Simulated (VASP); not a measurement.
# Li7Bi (Fm-3m) in VASP: a series of runs

Li7Bi is run at these levels: PBE; tasks: single point, relaxation of cell and atoms.

All numbers are computed with VASP 6.6.1; they aren't measurements. Logs are shortened: lines on timing, memory, paths and dates and some standing lists are left out, and cuts for length are marked.

### Step 1. The cell of the first run

Symmetry: Fm-3m, No. 225, cubic system. The conventional cell has a = 8.606 Å, b = 8.606 Å, c = 8.606 Å, α = 90.00°, β = 90.00°, γ = 90.00°. Li (site symmetry mmm) has 10 Li at 3.04 Å and 2 Bi at 3.04 Å within 4.0 Å. Within 4.0 Å of Li (site symmetry m-3m) lie 12 Li at 3.04 Å. Within 4.0 Å of Bi (site symmetry m-3m) lie 12 Li at 3.04 Å.

### Step 2. Single point, PBE

INCAR

```
SYSTEM = Li7Bi
PREC = Accurate
ENCUT = 520
EDIFF = 1E-6
ISMEAR = 0
SIGMA = 0.2
LREAL = .FALSE.
LASPH = .TRUE.
NELM = 80
ALGO = Normal
ISIF = 2
LWAVE = .FALSE.
LCHARG = .FALSE.
GGA = PE
NBANDS = 28
```

KPOINTS

```
regular mesh
0
G
  4 4 4
  0 0 0
```

POSCAR

```
Li7Bi
1.0
    0.0000000000      4.3027546000      4.3027546000
    4.3027546000      0.0000000000      4.3027546000
    4.3027546000      4.3027546000      0.0000000000
Li Bi
7 1
Direct
    0.5000000000      0.0000000000      1.0000000000
    0.0000000000      0.5000000000      0.5000000000
    0.0000000000      0.5000000000      1.0000000000
    0.5000000000      0.0000000000      0.5000000000
    0.0000000000      1.0000000000      0.5000000000
    0.5000000000      0.5000000000      1.0000000000
    0.5000000000      0.5000000000      0.5000000000
    0.0000000000      0.0000000000      0.0000000000
```

Potentials or basis: VASP PAW PBE potentials, release 64 (Li_sv, Bi_d).

Command:

```
> cat potpaw_PBE.64/Li_sv/POTCAR potpaw_PBE.64/Bi_d/POTCAR > POTCAR
> mpirun -np 1 vasp_std > vasp.out
```

OUTCAR:

```text
SYSTEM = Li7Bi
   PREC = Accurate
   ENCUT = 520
   EDIFF = 1E-6
   ISMEAR = 0
   LREAL = .FALSE.
   LASPH = .TRUE.
   NELM = 80
   ISIF = 2
   GGA = PE

 ion  position               nearest neighbor table
   1  0.500  0.000  0.000-   8 3.04   8 3.04
   2  0.000  0.500  0.500-   8 3.04   8 3.04
   3  0.000  0.500  0.000-   8 3.04   8 3.04
   4  0.500  0.000  0.500-   8 3.04   8 3.04
   5  0.000  0.000  0.500-   8 3.04   8 3.04
   6  0.500  0.500  0.000-   8 3.04   8 3.04
   7  0.500  0.500  0.500-
   8  0.000  0.000  0.000-   1 3.04   3 3.04   5 3.04   2 3.04   4 3.04   5 3.04   2 3.04   3 3.04
                             6 3.04   1 3.04   4 3.04   6 3.04

  LATTYP: Found a face centered cubic cell.
 ALAT       =     8.6055092000

  Lattice vectors:

 A1 = (   0.0000000000,   4.3027546000,   4.3027546000)
 A2 = (   4.3027546000,   0.0000000000,   4.3027546000)
 A3 = (   4.3027546000,   4.3027546000,   0.0000000000)

Analysis of symmetry for initial positions (statically):
=====================================================================
 Subroutine PRICEL returns:
 Original cell was already a primitive cell.

 Routine SETGRP: Setting up the symmetry group for a
 face centered cubic supercell.

 Subroutine GETGRP returns: Found 48 space group operations
 (whereof 48 operations were pure point group operations)
 out of a pool of 48 trial point group operations.

The static configuration has the point symmetry O_h .

Analysis of symmetry for dynamics (positions and initial velocities):
=====================================================================
 Subroutine PRICEL returns:
 Original cell was already a primitive cell.

 Routine SETGRP: Setting up the symmetry group for a
 face centered cubic supercell.

 Subroutine GETGRP returns: Found 48 space group operations
 (whereof 48 operations were pure point group operations)
 out of a pool of 48 trial point group operations.

The dynamic configuration has the point symmetry O_h .

 Subroutine INISYM returns: Found 48 space group operations
 (whereof 48 operations are pure point group operations),
 and found     1 'primitive' translations

----------------------------------------------------------------------------------------

                                     Primitive cell

  volume of cell :     159.3198

  direct lattice vectors                    reciprocal lattice vectors
     0.000000000  4.302754600  4.302754600    -0.116204629  0.116204629  0.116204629
     4.302754600  0.000000000  4.302754600     0.116204629 -0.116204629  0.116204629
     4.302754600  4.302754600  0.000000000     0.116204629  0.116204629 -0.116204629

  length of vectors
     6.085013911  6.085013911  6.085013911     0.201272321  0.201272321  0.201272321

  position of ions in fractional coordinates (direct lattice)
     0.500000000  0.000000000  0.000000000
     0.000000000  0.500000000  0.500000000
     0.000000000  0.500000000  0.000000000
     0.500000000  0.000000000  0.500000000
     0.000000000  0.000000000  0.500000000
     0.500000000  0.500000000  0.000000000
     0.500000000  0.500000000  0.500000000
     0.000000000  0.000000000  0.000000000

  ion indices of the primitive-cell ions
   primitive index   ion index
                 1           1
                 2           2
                 3           3
                 4           4
                 5           5
                 6           6
                 7           7
                 8           8

----------------------------------------------------------------------------------------

 KPOINTS: regular mesh

Automatic generation of k-mesh.
 Grid dimensions read from file:
 generate k-points for:    4    4    4

 Generating k-lattice:

  Cartesian coordinates                     Fractional coordinates (reciprocal lattice)
    -0.029051157  0.029051157  0.029051157     0.250000000  0.000000000  0.000000000
     0.029051157 -0.029051157  0.029051157     0.000000000  0.250000000  0.000000000
     0.029051157  0.029051157 -0.029051157     0.000000000  0.000000000  0.250000000

  Length of vectors
     0.050318080  0.050318080  0.050318080

  Shift w.r.t. Gamma in fractional coordinates (k-lattice)
     0.000000000  0.000000000  0.000000000

 Subroutine IBZKPT returns following result:
 ===========================================

 Found      8 irreducible k-points:

 Following reciprocal coordinates:
            Coordinates               Weight
  0.000000  0.000000  0.000000      1.000000
  0.250000  0.000000  0.000000      8.000000
  0.500000  0.000000  0.000000      4.000000
  0.250000  0.250000  0.000000      6.000000
  0.500000  0.250000  0.000000     24.000000
 -0.250000  0.250000  0.000000     12.000000
  0.500000  0.500000  0.000000      3.000000
 -0.250000  0.500000  0.250000      6.000000
   k-points           NKPTS =      8   k-points in BZ     NKDIM =      8   number of bands    NBANDS=     28
   number of dos      NEDOS =    301   number of ions     NIONS =      8
   total plane-waves  NPLWV = 110592
   dimension x,y,z NGX =    48 NGY =   48 NGZ =   48
   dimension x,y,z NGXF=    96 NGYF=   96 NGZF=   96
   ions per type =               7   1
   NGX,Y,Z   is equivalent  to a cutoff of  13.11, 13.11, 13.11 a.u.
   NGXF,Y,Z  is equivalent  to a cutoff of  26.23, 26.23, 26.23 a.u.
 SYSTEM =  Li7Bi
   PREC   = accura    normal or accurate (medium, high low for compatibility)
   ISTART =      0    job   : 0-new  1-cont  2-samecut
   ICHARG =      2    charge: 1-file 2-atom 10-const
   ISPIN  =      1    spin polarized calculation?
   LNONCOLLINEAR =      F non collinear calculations
   LSORBIT =      F    spin-orbit coupling
   LASPH  =      T    aspherical Exc in radial PAW
   ENCUT  =  520.0 eV  38.22 Ry    6.18 a.u.  11.31 11.31 11.31*2*pi/ulx,y,z
   NELM   =     80;   NELMIN=  2; NELMDL= -5     # of ELM steps
   EDIFF  = 0.1E-05   stopping-criterion for ELM
   LREAL  =      F    real-space projection
   EDIFFG = 0.1E-04   stopping-criterion for IOM
   NSW    =      0    number of steps for IOM
   IBRION =     -1    ionic relax: 0-MD 1-quasi-New 2-CG
   NFREE  =      0    steps in history (QN), initial steepest desc. (CG)
   ISIF   =      2    stress and relaxation
   ISYM   =      2    0-nonsym 1-usesym 2-fastsym
   POTIM  = 0.5000    time-step for ionic-motion
   TEBEG  =    0.0;   TEEND  =   0.0 temperature during run
   PSTRESS=    0.0 pullay stress
   NELECT =      36.0000    total number of electrons
   NUPDOWN=      -1.0000    fix difference up-down
   EMIN   =  10.00;   EMAX   =-10.00  energy-range for DOS
   EFERMI =   0.00;   METHOD = LEGACY
   ISMEAR =     0;   SIGMA  =   0.20  broadening in eV -4-tet -1-fermi 0-gaus
   EFERMI_NEDOS =   21; number of points for ismear=-14 and -15
   IALGO  =     38    algorithm
   IMIX   =      4    mixing-type and parameters
     AMIX     =   0.40;   BMIX     =  1.00
     AMIX_MAG =   1.60;   BMIX_MAG =  1.00
  volume/ion in A,a.u.               =      19.91       134.39
  Fermi-wavevector in a.u.,A,eV,Ry     =   0.997131  1.884305 13.527880  0.994271
  Thomas-Fermi vector in A             =   2.129267
   LORBIT       =      0    0 simple, 1 ext, 2 COOP (PROOUT), +10 PAW based schemes
   GGA     = PE    functional components
   LHFCALC =     F    Hartree Fock is set to
   AEXX    =    0.0000 exact exchange contribution
   IVDW    =     0    specifies the selected vdW correction
   LEPSILON=     F    determine dielectric tensor
   LRPA    =     F    only Hartree local field effects (RPA)
 non-spin polarized calculation
 Gauss-broadening in eV      SIGMA  =   0.20
  energy-cutoff  :      520.00
  volume of cell :      159.32
 maximum number of plane-waves:      4314
 NGX is ok and might be reduce to    48
   NGX = 23   NGY = 23   NGZ = 23

 number of electron      35.9999959 magnetization

 Free energy of the ion-electron system (eV)
  ---------------------------------------------------
  ext. energy  EPLUGINS =         0.00000000
  ---------------------------------------------------
  free energy    TOTEN  =       -18.61326399 eV

  energy without entropy =      -18.52083486  energy(sigma->0) =      -18.56704942

 E-fermi :   2.4505     XC(G=0):  -7.8408

 val. band max:        2.4262333332   @ k =  -0.2500   0.2500   0.0000
 cond. band min:       2.5564390150   @ k =   0.5000   0.0000   0.0000
 fundamental gap:      0.1302056818
 Fermi energy:         2.4505276263

 k-point     1 :       0.0000    0.0000    0.0000
  band No.  band energies     occupation
      1     -44.5457      2.00000
      2     -44.2174      2.00000
      3     -44.2046      2.00000
      4     -44.2046      2.00000
      5     -44.2046      2.00000
      6     -44.1982      2.00000
[... 20 lines left out ...]
     27       6.5345      0.00000
     28       9.4885      0.00000

 k-point     2 :       0.2500    0.0000    0.0000
  band No.  band energies     occupation
      1     -44.5456      2.00000
      2     -44.2156      2.00000
      3     -44.2065      2.00000
      4     -44.2037      2.00000
      5     -44.2037      2.00000
      6     -44.1992      2.00000
[... 20 lines left out ...]
     27       7.1633      0.00000
     28       7.7639      0.00000

 k-point     3 :       0.5000    0.0000    0.0000
  band No.  band energies     occupation
      1     -44.5456      2.00000
      2     -44.2111      2.00000
      3     -44.2110      2.00000
      4     -44.2014      2.00000
      5     -44.2014      2.00000
      6     -44.2014      2.00000
[... 120 lines left out ...]
      3     -44.2046      2.00000
      4     -44.2046      2.00000
      5     -44.2046      2.00000
      6     -44.2046      2.00000
[... 20 lines left out ...]
     27       7.4229      0.00000
     28       7.4234      0.00000

 k-point     8 :      -0.2500    0.5000    0.2500
  band No.  band energies     occupation
      1     -44.5455      2.00000
      2     -44.2092      2.00000
      3     -44.2092      2.00000
      4     -44.2046      2.00000
      5     -44.2046      2.00000
      6     -44.2001      2.00000
[... 20 lines left out ...]
     27       8.2076      0.00000
     28       8.2451      0.00000

------------------------ aborting loop because EDIFF is reached ----------------------------------------

  FORCE on cell =-STRESS in cart. coord.  units (eV):
  Direction    XX          YY          ZZ          XY          YZ          ZX
  --------------------------------------------------------------------------------------
  -------------------------------------------------------------------------------------
  Total        0.1208904      0.1208904      0.1208904     -0.0000000     -0.0000000      0.0000000
  in kB        1.2157173      1.2157173      1.2157173     -0.0000000     -0.0000000      0.0000000
  external PRESSURE =       1.2157173 kB  Pullay stress =       0.0000000 kB

 VOLUME and BASIS-vectors are now :
 -----------------------------------------------------------------------------
  energy-cutoff  :      520.00
  volume of cell :      159.32
      direct lattice vectors                 reciprocal lattice vectors
     0.000000000  4.302754600  4.302754600    -0.116204629  0.116204629  0.116204629
     4.302754600  0.000000000  4.302754600     0.116204629 -0.116204629  0.116204629
     4.302754600  4.302754600  0.000000000     0.116204629  0.116204629 -0.116204629

 POSITION                                       TOTAL-FORCE (eV/Angst)
 -----------------------------------------------------------------------------------
      0.00000      2.15138      2.15138        -0.000000     -0.000000      0.000000
      4.30275      2.15138      2.15138        -0.000000     -0.000000      0.000000
      2.15138      0.00000      2.15138         0.000000      0.000000      0.000000
      2.15138      4.30275      2.15138         0.000000     -0.000000     -0.000000
      2.15138      2.15138      0.00000        -0.000000     -0.000000     -0.000000
      2.15138      2.15138      4.30275        -0.000000     -0.000000      0.000000
      4.30275      4.30275      4.30275         0.000000      0.000000      0.000000
      0.00000      0.00000      0.00000         0.000000     -0.000000      0.000000
 -----------------------------------------------------------------------------------
    total drift:                                0.000000      0.000000     -0.000000

  FREE ENERGIE OF THE ION-ELECTRON SYSTEM (eV)
  ---------------------------------------------------
  free  energy   TOTEN  =       -18.6132639868 eV

  energy  without entropy=      -18.5208348595  energy(sigma->0) =      -18.56704942
```

Wall time 70 s (1 thread of Oxide Virtual Turin-like, shared host); peak memory 0.27 GiB.

What came out:

```
Free energy            : -18.6133 eV
Band gap on the k mesh : zero (bands 18 and 19 overlap by 0.39 eV)
```

Levels at points of the mesh, in eV from the Fermi level:
```tsv
k point	band 15	band 16	band 17	band 18	band 19	band 20	band 21	band 22
(0.00, 0.00, 0.00)	-2.37	-2.37	-2.29	-0.25	0.69	0.69	0.69	2.51
(0.50, 0.00, 0.00)	-2.24	-2.24	-1.32	0.11	0.11	0.11	1.57	2.06
(0.50, 0.50, 0.00)	-2.56	-2.56	-1.78	-0.83	1.88	1.88	1.97	2.85
```

Caveat: the cutoff is under 1.25 times the usual one of these potentials, so pressure, stress and relaxed cells hold a basis-set (Pulay) error; spin-orbit coupling is left out, which moves the levels of the heavy elements.

### Step 3. Single point, PBE

INCAR

```
SYSTEM = Li7Bi
ALGO = Fast
EDIFF = 1E-6
ENCUT = 520
GGA = PE
ISIF = 2
ISMEAR = 0
LASPH = .TRUE.
LCHARG = .FALSE.
LREAL = .FALSE.
LWAVE = .FALSE.
NBANDS = 28
NELM = 80
PREC = Accurate
SIGMA = 0.1
```

KPOINTS

```
k-points
0
G
  8 8 8
  0 0 0
```

POSCAR

```
Li7Bi
1.0
    0.0000000000      4.3027546000      4.3027546000
    4.3027546000      0.0000000000      4.3027546000
    4.3027546000      4.3027546000      0.0000000000
Li Bi
7 1
Direct
    0.5000000000      0.0000000000      0.0000000000
    0.0000000000      0.5000000000      0.5000000000
    0.0000000000      0.5000000000      0.0000000000
    0.5000000000      0.0000000000      0.5000000000
    0.0000000000      0.0000000000      0.5000000000
    0.5000000000      0.5000000000      0.0000000000
    0.5000000000      0.5000000000      0.5000000000
    0.0000000000      0.0000000000      0.0000000000
```

Potentials or basis: VASP PAW PBE potentials, release 64 (Li_sv, Bi_d).

Command:

```
> cat potpaw_PBE.64/Li_sv/POTCAR potpaw_PBE.64/Bi_d/POTCAR > POTCAR
> mpirun -np 1 vasp_std > vasp.out
```

Wall time 17 min (1 thread of Oxide Virtual Turin-like, shared host); peak memory 0.34 GiB.

The run converged. Its results:

```yaml
Free_energy: -18.7244 eV
Band_gap_on_the_k_mesh: zero (bands 18 and 19 overlap by 0.58 eV)
```

Levels at points of the mesh, in eV from the Fermi level:
| k point | band 16 | band 17 | band 18 | band 19 | band 20 | band 21 |
| --- | --- | --- | --- | --- | --- | --- |
| (0.00, 0.00, 0.00) | -2.36 | -2.22 | -0.20 | 0.76 | 0.76 | 0.76 |
| (0.50, 0.00, 0.00) | -2.23 | -1.26 | 0.18 | 0.18 | 0.18 | 1.60 |
| (0.50, 0.50, 0.00) | -2.54 | -1.70 | -0.78 | 1.95 | 1.95 | 1.99 |

Caveat: the cutoff is under 1.25 times the usual one of these potentials, so pressure, stress and relaxed cells hold a basis-set (Pulay) error; spin-orbit coupling is left out, which moves the levels of the heavy elements.

### Step 4. Relaxation of cell and atoms, PBE

INCAR

```
PREC     = Accurate       # precision mode
ENCUT    = 600            # plane-wave cutoff, eV
EDIFF    = 1E-6           # SCF threshold, eV
ISMEAR   = 0              # smearing method
SIGMA    = 0.1            # smearing width, eV
LREAL    = False          # projectors in reciprocal space
LASPH    = True           # aspherical terms in the spheres
NELM     = 60             # most SCF steps
ALGO     = Fast           # electronic algorithm
ISIF     = 3              # what is computed and relaxed
LWAVE    = False          # write WAVECAR
LCHARG   = False          # write CHGCAR
GGA      = PE             # functional
IBRION   = 2              # ionic algorithm
NSW      = 100            # ionic steps
EDIFFG   = -0.01          # ionic threshold
```

KPOINTS

```
regular mesh
0
Gamma
  8 8 8
```

POSCAR is that of step 3.

Command:

```
> cat potpaw_PBE.64/Li_sv/POTCAR potpaw_PBE.64/Bi_d/POTCAR > POTCAR
> mpirun -np 1 vasp_std > vasp.out
```

It took 22 min on 1 thread of Oxide Virtual Turin-like, shared host; peak memory 0.4 GiB.

The run converged. Its results:

```
Free energy                           : -18.7228 eV
Relaxed volume                        : 19.87 Å³/atom
Relaxed cell                          : a = 6.081 Å, b = 6.081 Å, c = 6.081 Å, α = 60.00°, β = 60.00°, γ = 60.00°
Space group after relaxing (to 0.1 Å) : Fm-3m (No. 225)
Energy gained by relaxing             : 0.0 meV/atom
Ionic steps                           : 2
Pressure after relaxing               : -0.1 GPa
Band gap on the k mesh                : zero (bands 18 and 19 overlap by 0.58 eV)
```

Step by step:
| step | energy change (eV) | largest force (eV/Å) | pressure (GPa) | volume (Å³) |
| --- | --- | --- | --- | --- |
| 1 | 0.0000 | 0.0000 | -0.12 | 159.32 |
| 2 | -0.0002 | 0.0000 | -0.08 | 158.97 |

Final structure:
```
Li Bi
1.0
     0.00000    4.29959    4.29959
     4.29959    0.00000    4.29959
     4.29959    4.29959    0.00000
Li Bi
7 1
Direct
  0.50000 0.00000 0.00000
  0.00000 0.50000 0.50000
  0.00000 0.50000 0.00000
  0.50000 0.00000 0.50000
  0.00000 0.00000 0.50000
  0.50000 0.50000 0.00000
  0.50000 0.50000 0.50000
  0.00000 0.00000 0.00000
```

Levels at points of the mesh, in eV from the Fermi level:
```tsv
k point	band 14	band 15	band 16	band 17	band 18	band 19	band 20	band 21	band 22	band 23
(0.00, 0.00, 0.00)	-2.36	-2.36	-2.36	-2.22	-0.20	0.76	0.76	0.76	2.57	2.57
(0.50, 0.00, 0.00)	-3.60	-2.23	-2.23	-1.27	0.18	0.18	0.18	1.60	2.11	3.82
(0.50, 0.50, 0.00)	-3.35	-2.55	-2.55	-1.70	-0.78	1.95	1.95	2.00	3.00	3.15
```

Caveat: the cutoff is under 1.25 times the usual one of these potentials, so pressure, stress and relaxed cells hold a basis-set (Pulay) error; spin-orbit coupling is left out, which moves the levels of the heavy elements.

### Step 5. Overview

| task | cell | k mesh | cutoff (eV) | smearing | gap on the mesh (eV) |
| --- | --- | --- | --- | --- | --- |
| single point | as given | 4 × 4 × 4 | 520 | gaussian 0.2 eV | none |
| single point | as given | 8 × 8 × 8 | 520 | gaussian 0.1 eV | none |
| relaxation of cell and atoms | relaxed | 8 × 8 × 8 | 600 | gaussian 0.1 eV | none |

Alike in all rows: level PBE; potentials or basis VASP PAW PBE potentials, release 64 (Li_sv, Bi_d); no spin polarisation.

Caveats: the cutoff is under 1.25 times the usual one of these potentials, so pressure, stress and relaxed cells hold a basis-set (Pulay) error; spin-orbit coupling is left out, which moves the levels of the heavy elements.

Total energies depend on the potentials used, so only differences within one code and one set of settings carry meaning.
